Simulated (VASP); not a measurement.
A run of VASP 6.6.1:

INCAR

```
SYSTEM = Os
PREC = Accurate
ENCUT = 600
EDIFF = 1E-6
ISMEAR = 0
SIGMA = 0.1
LREAL = .False.
LASPH = .True.
NELM = 60
ALGO = Normal
ISIF = 3
LWAVE = .False.
LCHARG = .False.
GGA = PS
IBRION = 2
NSW = 80
EDIFFG = -0.01
```

File KPOINTS:

```
regular mesh
0
Gamma
  20 20 20
  0 0 0
```

Contents of POSCAR:

```
Os
1.0
   -1.5306484302      1.5306484302      1.5306484302
    1.5306484302     -1.5306484302      1.5306484302
    1.5306484302      1.5306484302     -1.5306484302
Os
1
Direct
    0.0000000000      0.0000000000      0.0000000000
```

Potentials or basis: VASP PAW PBE potentials, release 64 (Os).

The run is started by

```console
$ cat potpaw_PBE.64/Os/POTCAR > POTCAR
$ mpirun -np 1 vasp_std > vasp.out
```

Hardware: 1 thread of Intel(R) Xeon(R) Platinum 8488C (Sapphire Rapids), with other jobs on the host.

Q: Estimate the wall time of this run.

A: Run time: 34 s on 1 thread of Intel(R) Xeon(R) Platinum 8488C (Sapphire Rapids), on a shared host, peak memory 0.17 GiB. Counts: scf iterations 23, k points 256, ion steps 3.
